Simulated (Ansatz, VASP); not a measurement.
# SiC in VASP and in Ansatz

```
CELL_PARAMETERS angstrom
0.00000 2.17400 2.17400
2.17400 0.00000 2.17400
2.17400 2.17400 0.00000
ATOMIC_POSITIONS crystal
Si 0.86201 0.86201 0.13799
C 0.75000 0.75000 0.75000
```

Alike in both runs: task single point; functional PBE; k mesh 4 × 4 × 4; occupations gaussian, width 0.05 eV; no spin polarisation.

|  | VASP | Ansatz |
| --- | --- | --- |
| version | VASP 6.6.1 | Ansatz 0.2.0 |
| potentials or method | VASP PAW PBE potentials, release 64 (Si, C), cutoff 600 eV | scalar-relativistic, plane waves, PAW |
| valence electrons in the cell | 8 | 8 |

```csv
,VASP,Ansatz,Ansatz less VASP
gap on the k mesh at the Fermi level (eV),none,none,-
rms of the force components (eV/Å),3.995,3.995,+0.0002
```

Atom by atom the forces differ by 0.000 eV/Å (rms over components). A gap of «none» marks a metal or a gap that the smearing closes. The functional is the same, so the differences come from potentials, cutoffs and numerics.

The k mesh is coarse, so the values compare programs but aren't converged.
